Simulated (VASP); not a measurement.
# SiC (F-43m) in VASP: notebook

SiC is run at these levels: PBE; tasks: single point.

Program: VASP 6.6.1. These are calculated values, not measurements. Logs are shortened: lines on timing, memory, paths and dates and some standing lists are left out, and cuts for length are marked.

### Step 1. The cell of the first run

Symmetry: F-43m, No. 216, cubic system. The conventional cell has a = 4.471 Å, b = 4.471 Å, c = 4.471 Å, α = 90.00°, β = 90.00°, γ = 90.00°. Within 2.6 Å of Si (site symmetry -43m) lie 4 C at 1.94 Å. C (site symmetry -43m) has 4 Si at 1.94 Å within 2.6 Å.

### Step 2. Single point, PBE

INCAR

```
SYSTEM = SiC
PREC     = Accurate       ! precision mode
ENCUT    = 600            ! plane-wave cutoff, eV
EDIFF    = 1E-6           ! SCF threshold, eV
ISMEAR   = 0              ! smearing method
SIGMA    = 0.01           ! smearing width, eV
LREAL    = .False.        ! projectors in reciprocal space
LASPH    = .True.         ! aspherical terms in the spheres
NELM     = 120            ! most SCF steps
ALGO     = Normal         ! electronic algorithm
ISIF     = 2              ! what is computed and relaxed
LWAVE    = .False.        ! write WAVECAR
LCHARG   = .True.         ! write CHGCAR
GGA      = PE             ! functional
LELF     = .True.         ! ELF
LVHAR    = .True.       
NBANDS   = 11             ! bands
GGA_COMPAT= .False.
```

KPOINTS

```
Automatic mesh
0
Gamma
  4 4 4
  0 0 0
```

POSCAR

```
SiC
1.0
    0.0000000000      2.2356225527      2.2356225527
    2.2356225527      0.0000000000      2.2356225527
    2.2356225527      2.2356225527      0.0000000000
Si C
1 1
Direct
    0.0000000000      0.0000000000      0.0000000000
    0.2500000000      0.2500000000      0.2500000000
```

Potentials or basis: VASP PAW PBE potentials, release 64 (Si, C).

Launch:

```
cat potpaw_PBE.64/Si/POTCAR potpaw_PBE.64/C/POTCAR > POTCAR
mpirun -np 1 vasp_std > vasp.out
```

OUTCAR:

```text
SYSTEM = SiC
   PREC = Accurate
   ENCUT = 600
   EDIFF = 1E-6
   ISMEAR = 0
   LREAL = .False.
   LASPH = .True.
   NELM = 120
   ISIF = 2
   GGA = PE

 ion  position               nearest neighbor table
   1  0.000  0.000  0.000-   2 1.94   2 1.94   2 1.94   2 1.94
   2  0.250  0.250  0.250-   1 1.94   1 1.94   1 1.94   1 1.94

  LATTYP: Found a face centered cubic cell.
 ALAT       =     4.4712451054

  Lattice vectors:

 A1 = (   0.0000000000,   2.2356225527,   2.2356225527)
 A2 = (   2.2356225527,   0.0000000000,   2.2356225527)
 A3 = (   2.2356225527,   2.2356225527,   0.0000000000)

Analysis of symmetry for initial positions (statically):
=====================================================================
 Subroutine PRICEL returns:
 Original cell was already a primitive cell.

 Routine SETGRP: Setting up the symmetry group for a
 face centered cubic supercell.

 Subroutine GETGRP returns: Found 24 space group operations
 (whereof 24 operations were pure point group operations)
 out of a pool of 48 trial point group operations.

The static configuration has the point symmetry T_d .

Analysis of symmetry for dynamics (positions and initial velocities):
=====================================================================
 Subroutine PRICEL returns:
 Original cell was already a primitive cell.

 Routine SETGRP: Setting up the symmetry group for a
 face centered cubic supercell.

 Subroutine GETGRP returns: Found 24 space group operations
 (whereof 24 operations were pure point group operations)
 out of a pool of 48 trial point group operations.

The dynamic configuration has the point symmetry T_d .

 Subroutine INISYM returns: Found 24 space group operations
 (whereof 24 operations are pure point group operations),
 and found     1 'primitive' translations

----------------------------------------------------------------------------------------

                                     Primitive cell

  volume of cell :      22.3473

  direct lattice vectors                    reciprocal lattice vectors
     0.000000000  2.235622553  2.235622553    -0.223651349  0.223651349  0.223651349
     2.235622553  0.000000000  2.235622553     0.223651349 -0.223651349  0.223651349
     2.235622553  2.235622553  0.000000000     0.223651349  0.223651349 -0.223651349

  length of vectors
     3.161647734  3.161647734  3.161647734     0.387375500  0.387375500  0.387375500

  position of ions in fractional coordinates (direct lattice)
     0.000000000  0.000000000  0.000000000
     0.250000000  0.250000000  0.250000000

  ion indices of the primitive-cell ions
   primitive index   ion index
                 1           1
                 2           2

----------------------------------------------------------------------------------------

 KPOINTS: Automatic mesh

Automatic generation of k-mesh.
 Grid dimensions read from file:
 generate k-points for:    4    4    4

 Generating k-lattice:

  Cartesian coordinates                     Fractional coordinates (reciprocal lattice)
    -0.055912837  0.055912837  0.055912837     0.250000000  0.000000000  0.000000000
     0.055912837 -0.055912837  0.055912837     0.000000000  0.250000000  0.000000000
     0.055912837  0.055912837 -0.055912837     0.000000000  0.000000000  0.250000000

  Length of vectors
     0.096843875  0.096843875  0.096843875

  Shift w.r.t. Gamma in fractional coordinates (k-lattice)
     0.000000000  0.000000000  0.000000000

 Subroutine IBZKPT returns following result:
 ===========================================

 Found      8 irreducible k-points:

 Following reciprocal coordinates:
            Coordinates               Weight
  0.000000  0.000000  0.000000      1.000000
  0.250000  0.000000  0.000000      8.000000
  0.500000  0.000000  0.000000      4.000000
  0.250000  0.250000  0.000000      6.000000
  0.500000  0.250000  0.000000     24.000000
 -0.250000  0.250000  0.000000     12.000000
  0.500000  0.500000  0.000000      3.000000
 -0.250000  0.500000  0.250000      6.000000
   k-points           NKPTS =      8   k-points in BZ     NKDIM =      8   number of bands    NBANDS=     11
   number of dos      NEDOS =    301   number of ions     NIONS =      2
   total plane-waves  NPLWV =  21952
   dimension x,y,z NGX =    28 NGY =   28 NGZ =   28
   dimension x,y,z NGXF=    56 NGYF=   56 NGZF=   56
   ions per type =               1   1
   NGX,Y,Z   is equivalent  to a cutoff of  14.72, 14.72, 14.72 a.u.
   NGXF,Y,Z  is equivalent  to a cutoff of  29.45, 29.45, 29.45 a.u.
 SYSTEM =  SiC
   PREC   = accura    normal or accurate (medium, high low for compatibility)
   ISTART =      0    job   : 0-new  1-cont  2-samecut
   ICHARG =      2    charge: 1-file 2-atom 10-const
   ISPIN  =      1    spin polarized calculation?
   LNONCOLLINEAR =      F non collinear calculations
   LSORBIT =      F    spin-orbit coupling
   LASPH  =      T    aspherical Exc in radial PAW
   ENCUT  =  600.0 eV  44.10 Ry    6.64 a.u.   6.31  6.31  6.31*2*pi/ulx,y,z
   NELM   =    120;   NELMIN=  2; NELMDL= -5     # of ELM steps
   EDIFF  = 0.1E-05   stopping-criterion for ELM
   LREAL  =      F    real-space projection
   EDIFFG = 0.1E-04   stopping-criterion for IOM
   NSW    =      0    number of steps for IOM
   IBRION =     -1    ionic relax: 0-MD 1-quasi-New 2-CG
   NFREE  =      0    steps in history (QN), initial steepest desc. (CG)
   ISIF   =      2    stress and relaxation
   ISYM   =      2    0-nonsym 1-usesym 2-fastsym
   POTIM  = 0.5000    time-step for ionic-motion
   TEBEG  =    0.0;   TEEND  =   0.0 temperature during run
   PSTRESS=    0.0 pullay stress
   NELECT =       8.0000    total number of electrons
   NUPDOWN=      -1.0000    fix difference up-down
   EMIN   =  10.00;   EMAX   =-10.00  energy-range for DOS
   EFERMI =   0.00;   METHOD = LEGACY
   ISMEAR =     0;   SIGMA  =   0.01  broadening in eV -4-tet -1-fermi 0-gaus
   EFERMI_NEDOS =   21; number of points for ismear=-14 and -15
   IALGO  =     38    algorithm
   IMIX   =      4    mixing-type and parameters
     AMIX     =   0.40;   BMIX     =  1.00
     AMIX_MAG =   1.60;   BMIX_MAG =  1.00
  volume/ion in A,a.u.               =      11.17        75.40
  Fermi-wavevector in a.u.,A,eV,Ry     =   1.162420  2.196655 18.384463  1.351220
  Thomas-Fermi vector in A             =   2.298981
   LORBIT       =      0    0 simple, 1 ext, 2 COOP (PROOUT), +10 PAW based schemes
   GGA     = PE    functional components
   LHFCALC =     F    Hartree Fock is set to
   AEXX    =    0.0000 exact exchange contribution
   IVDW    =     0    specifies the selected vdW correction
   LEPSILON=     F    determine dielectric tensor
   LRPA    =     F    only Hartree local field effects (RPA)
 non-spin polarized calculation
 Gauss-broadening in eV      SIGMA  =   0.01
  energy-cutoff  :      600.00
  volume of cell :       22.35
 maximum number of plane-waves:       754
 NGX is ok and might be reduce to    28
   NGX = 13   NGY = 13   NGZ = 13

 number of electron       8.0000000 magnetization

 Free energy of the ion-electron system (eV)
  ---------------------------------------------------
  ext. energy  EPLUGINS =         0.00000000
  ---------------------------------------------------
  free energy    TOTEN  =       -14.88818584 eV

  energy without entropy =      -14.88818584  energy(sigma->0) =      -14.88818584

 E-fermi :   7.3961     XC(G=0): -11.0070

 val. band max:        7.3230027622   @ k =   0.0000   0.0000   0.0000
 cond. band min:       8.7016896025   @ k =   0.5000   0.5000   0.0000
 fundamental gap:      1.3786868403
 Fermi energy:         7.3960747738

 k-point     1 :       0.0000    0.0000    0.0000
  band No.  band energies     occupation
      1      -7.5140      2.00000
      2       7.3230      2.00000
      3       7.3230      2.00000
      4       7.3230      2.00000
      5      12.6520      0.00000
      6      14.0673      0.00000
      7      14.0673      0.00000
      8      14.0673      0.00000
      9      21.3421      0.00000
     10      21.3421      0.00000
     11      22.6039      0.00000

 k-point     2 :       0.2500    0.0000    0.0000
  band No.  band energies     occupation
      1      -6.3909      2.00000
      2       3.1434      2.00000
      3       6.7235      2.00000
      4       6.7235      2.00000
      5      12.6070      0.00000
      6      14.7152      0.00000
      7      14.7152      0.00000
      8      15.9967      0.00000
      9      19.9903      0.00000
     10      19.9903      0.00000
     11      21.7777      0.00000

 k-point     3 :       0.5000    0.0000    0.0000
  band No.  band energies     occupation
      1      -4.2138      2.00000
      2      -0.8341      2.00000
      3       6.2837      2.00000
      4       6.2838      2.00000
      5      12.0450      0.00000
      6      14.1942      0.00000
      7      14.1942      0.00000
      8      16.9326      0.00000
      9      22.6159      0.00000
     10      23.7298      0.00000
     11      23.7298      0.00000

 k-point     4 :       0.2500    0.2500    0.0000
  band No.  band energies     occupation
      1      -6.0114      2.00000
      2       3.9516      2.00000
      3       5.4668      2.00000
      4       5.4668      2.00000
      5      11.1006      0.00000
      6      13.2660      0.00000
      7      17.1867      0.00000
      8      17.1867      0.00000
      9      18.0672      0.00000
     10      23.0558      0.00000
     11      26.9596      0.00000

 k-point     5 :       0.5000    0.2500    0.0000
  band No.  band energies     occupation
      1      -3.8281      2.00000
      2       0.4714      2.00000
      3       3.5157      2.00000
      4       5.1013      2.00000
      5      10.8933      0.00000
      6      14.7979      0.00000
      7      17.0286      0.00000
      8      17.2310      0.00000
      9      20.4791      0.00000
     10      24.0569      0.00000
     11      26.4744      0.00000

 k-point     6 :      -0.2500    0.2500    0.0000
  band No.  band energies     occupation
      1      -4.6839      2.00000
      2       1.5190      2.00000
      3       3.1786      2.00000
      4       6.1626      2.00000
      5      12.5415      0.00000
      6      15.4321      0.00000
      7      15.8289      0.00000
      8      16.4648      0.00000
      9      19.1715      0.00000
     10      21.9385      0.00000
     11      26.0882      0.00000

 k-point     7 :       0.5000    0.5000    0.0000
  band No.  band energies     occupation
      1      -2.8321      2.00000
      2      -0.2700      2.00000
      3       4.2697      2.00000
      4       4.2697      2.00000
      5       8.7017      0.00000
      6      11.3435      0.00000
      7      20.4515      0.00000
      8      20.4515      0.00000
      9      21.1291      0.00000
     10      26.6083      0.00000
     11      28.2773      0.00000

 k-point     8 :      -0.2500    0.5000    0.2500
  band No.  band energies     occupation
      1      -2.6345      2.00000
      2       0.3781      2.00000
      3       2.6538      2.00000
      4       2.8982      2.00000
      5      12.4016      0.00000
      6      15.9499      0.00000
      7      16.1050      0.00000
      8      16.7222      0.00000
      9      20.6272      0.00000
     10      23.9728      0.00000
     11      27.0269      0.00000

------------------------ aborting loop because EDIFF is reached ----------------------------------------

  FORCE on cell =-STRESS in cart. coord.  units (eV):
  Direction    XX          YY          ZZ          XY          YZ          ZX
  --------------------------------------------------------------------------------------
  -------------------------------------------------------------------------------------
  Total       -1.6089939     -1.6089939     -1.6089939      0.0000000      0.0000000     -0.0000000
  in kB     -115.3558276   -115.3558276   -115.3558276      0.0000000      0.0000000     -0.0000000
  external PRESSURE =    -115.3558276 kB  Pullay stress =       0.0000000 kB

 VOLUME and BASIS-vectors are now :
 -----------------------------------------------------------------------------
  energy-cutoff  :      600.00
  volume of cell :       22.35
      direct lattice vectors                 reciprocal lattice vectors
     0.000000000  2.235622553  2.235622553    -0.223651349  0.223651349  0.223651349
     2.235622553  0.000000000  2.235622553     0.223651349 -0.223651349  0.223651349
     2.235622553  2.235622553  0.000000000     0.223651349  0.223651349 -0.223651349

 POSITION                                       TOTAL-FORCE (eV/Angst)
 -----------------------------------------------------------------------------------
      0.00000      0.00000      0.00000        -0.000000     -0.000000      0.000000
      1.11781      1.11781      1.11781         0.000000      0.000000     -0.000000
 -----------------------------------------------------------------------------------
    total drift:                               -0.000000     -0.000000      0.000000

  FREE ENERGIE OF THE ION-ELECTRON SYSTEM (eV)
  ---------------------------------------------------
  free  energy   TOTEN  =       -14.8881858425 eV

  energy  without entropy=      -14.8881858425  energy(sigma->0) =      -14.88818584
```

Wall time 10 s (1 thread of Intel Xeon 8259CL, shared host); peak memory 0.15 GiB.

Results:

* Free energy: -14.8882 eV
* Pressure: -11.5 GPa
* Band gap on the k mesh: 1.38 eV, indirect (least direct gap 4.43 eV)

Caveat: the k points lie up to 0.61 Å⁻¹ apart. A k mesh can miss the band edges.

### Step 3. Single point, PBE

INCAR

```
PREC     = Accurate       # precision mode
ENCUT    = 600            # plane-wave cutoff, eV
EDIFF    = 1E-6           # SCF threshold, eV
ISMEAR   = 0              # smearing method
SIGMA    = 0.01           # smearing width, eV
LREAL    = F              # projectors in reciprocal space
LASPH    = T              # aspherical terms in the spheres
NELM     = 120            # most SCF steps
ALGO     = Normal         # electronic algorithm
ISIF     = 2              # what is computed and relaxed
LWAVE    = F              # write WAVECAR
LCHARG   = F              # write CHGCAR
GGA      = PE             # functional
NBANDS   = 11             # bands
GGA_COMPAT= F
```

KPOINTS

```
regular mesh
0
Gamma
  4 4 4
```

POSCAR is that of step 2.

Potentials or basis: VASP PAW PBE potentials, release 64 (Si, C).

Launch:

```
cat potpaw_PBE.64/Si/POTCAR potpaw_PBE.64/C/POTCAR > POTCAR
mpirun -np 1 vasp_std > vasp.out
```

OUTCAR:

```text
PREC = Accurate
   ENCUT = 600
   EDIFF = 1E-6
   ISMEAR = 0
   LREAL = F
   LASPH = T
   NELM = 120
   ISIF = 2
   GGA = PE

 ion  position               nearest neighbor table
   1  0.000  0.000  0.000-   2 1.94   2 1.94   2 1.94   2 1.94
   2  0.250  0.250  0.250-   1 1.94   1 1.94   1 1.94   1 1.94

  LATTYP: Found a face centered cubic cell.
 ALAT       =     4.4712451054

  Lattice vectors:

 A1 = (   0.0000000000,   2.2356225527,   2.2356225527)
 A2 = (   2.2356225527,   0.0000000000,   2.2356225527)
 A3 = (   2.2356225527,   2.2356225527,   0.0000000000)

Analysis of symmetry for initial positions (statically):
=====================================================================
 Subroutine PRICEL returns:
 Original cell was already a primitive cell.

 Routine SETGRP: Setting up the symmetry group for a
 face centered cubic supercell.

 Subroutine GETGRP returns: Found 24 space group operations
 (whereof 24 operations were pure point group operations)
 out of a pool of 48 trial point group operations.

The static configuration has the point symmetry T_d .

Analysis of symmetry for dynamics (positions and initial velocities):
[... 154 lines left out ...]
      3       7.3230      2.00000
      4       7.3230      2.00000
      5      12.6520      0.00000
      6      14.0673      0.00000
      7      14.0673      0.00000
      8      14.0673      0.00000
      9      21.3421      0.00000
     10      21.3421      0.00000
     11      22.6039      0.00000
[... 85 lines left out ...]
 k-point     8 :      -0.2500    0.5000    0.2500
  band No.  band energies     occupation
      1      -2.6345      2.00000
      2       0.3781      2.00000
      3       2.6538      2.00000
      4       2.8982      2.00000
      5      12.4016      0.00000
      6      15.9499      0.00000
      7      16.1050      0.00000
      8      16.7222      0.00000
      9      20.6272      0.00000
     10      23.9728      0.00000
     11      27.0269      0.00000

------------------------ aborting loop because EDIFF is reached ----------------------------------------

  FORCE on cell =-STRESS in cart. coord.  units (eV):
  Direction    XX          YY          ZZ          XY          YZ          ZX
  --------------------------------------------------------------------------------------
  -------------------------------------------------------------------------------------
  Total       -1.6089939     -1.6089939     -1.6089939      0.0000000      0.0000000     -0.0000000
  in kB     -115.3558276   -115.3558276   -115.3558276      0.0000000      0.0000000     -0.0000000
  external PRESSURE =    -115.3558276 kB  Pullay stress =       0.0000000 kB

 VOLUME and BASIS-vectors are now :
 -----------------------------------------------------------------------------
  energy-cutoff  :      600.00
  volume of cell :       22.35
      direct lattice vectors                 reciprocal lattice vectors
     0.000000000  2.235622553  2.235622553    -0.223651349  0.223651349  0.223651349
     2.235622553  0.000000000  2.235622553     0.223651349 -0.223651349  0.223651349
     2.235622553  2.235622553  0.000000000     0.223651349  0.223651349 -0.223651349

 POSITION                                       TOTAL-FORCE (eV/Angst)
 -----------------------------------------------------------------------------------
      0.00000      0.00000      0.00000        -0.000000     -0.000000      0.000000
      1.11781      1.11781      1.11781         0.000000      0.000000     -0.000000
 -----------------------------------------------------------------------------------
    total drift:                               -0.000000     -0.000000      0.000000

  FREE ENERGIE OF THE ION-ELECTRON SYSTEM (eV)
  ---------------------------------------------------
  free  energy   TOTEN  =       -14.8881858425 eV

  energy  without entropy=      -14.8881858425  energy(sigma->0) =      -14.88818584
```

stdout:

```text
POSCAR found type information on POSCAR SiC
 POSCAR found :  2 types and       2 ions
 scaLAPACK will be used
 LDA part: xc-table for (Slater+PW92), standard interpolation
 POSCAR, INCAR and KPOINTS ok, starting setup
 FFT: planning ... GRIDC
 FFT: planning ... GRID_SOFT
 FFT: planning ... GRID
 WAVECAR not read
 entering main loop
```

Run time: 5.6 s. Hardware: 1 thread of Intel Xeon 8259CL, shared host; peak memory 0.14 GiB.

What came out:

* Free energy: -14.8882 eV
* Pressure: -11.5 GPa
* Band gap on the k mesh: 1.38 eV, indirect (least direct gap 4.43 eV)

Caveat: the k points lie up to 0.61 Å⁻¹ apart. A k mesh can miss the band edges.

(Part 1 of 2 ends here.)
